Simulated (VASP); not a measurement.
A run of VASP 6.6.1 is set up as follows.

File INCAR:

```
PREC = Accurate
ENCUT = 520
EDIFF = 1E-6
ISMEAR = 0
SIGMA = 0.1
LREAL = False
LASPH = True
NELM = 80
ALGO = Fast
ISIF = 2
LWAVE = False
LCHARG = True
GGA = PE
LELF = True
LVHAR = True
NBANDS = 27
```

The input KPOINTS:

```
Automatic mesh
0
Gamma
  6 6 4
```

File POSCAR:

```
Ti2B2Os
1.0
    3.4646342200      0.0000000000      0.0000000000
   -1.7323171100      3.0004612500      0.0000000000
    0.0000000000      0.0000000000      5.6683957800
Ti B Os
2 2 1
Direct
    0.3333333300      0.6666666700      0.6330999700
    0.6666666700      0.3333333300      0.3669000300
    0.3333333300      0.6666666700      0.2381999900
    0.6666666700      0.3333333300      0.7618000100
    0.0000000000      0.0000000000      0.0000000000
```

Potentials or basis: VASP PAW PBE potentials, release 64 (Ti_sv, B, Os).

The run is started by

```console
$ cat potpaw_PBE.64/Ti_sv/POTCAR potpaw_PBE.64/B/POTCAR potpaw_PBE.64/Os/POTCAR > POTCAR
$ mpirun -np 1 vasp_std > vasp.out
```

Problem. Estimate the pressure.

Solution. 9.0 GPa.

Problem. Estimate the band gap on the k mesh.

Solution. Zero (bands 19 and 20 overlap by 0.98 eV).

Problem. What does it give for the largest force?

Solution. 3.739 eV/Å.

Stress tensor (GPa, compression positive):
```
 4.47  0.00  0.00
 0.00  4.47  0.00
 0.00  0.00 17.93
```

Caveat: the stress differs along the axes, from 4 to 18 GPa; spin-orbit coupling is left out, which moves the levels of the heavy elements; forces of over 1 eV/Å act on the atoms, so gaps and moduli don't describe the material at rest.
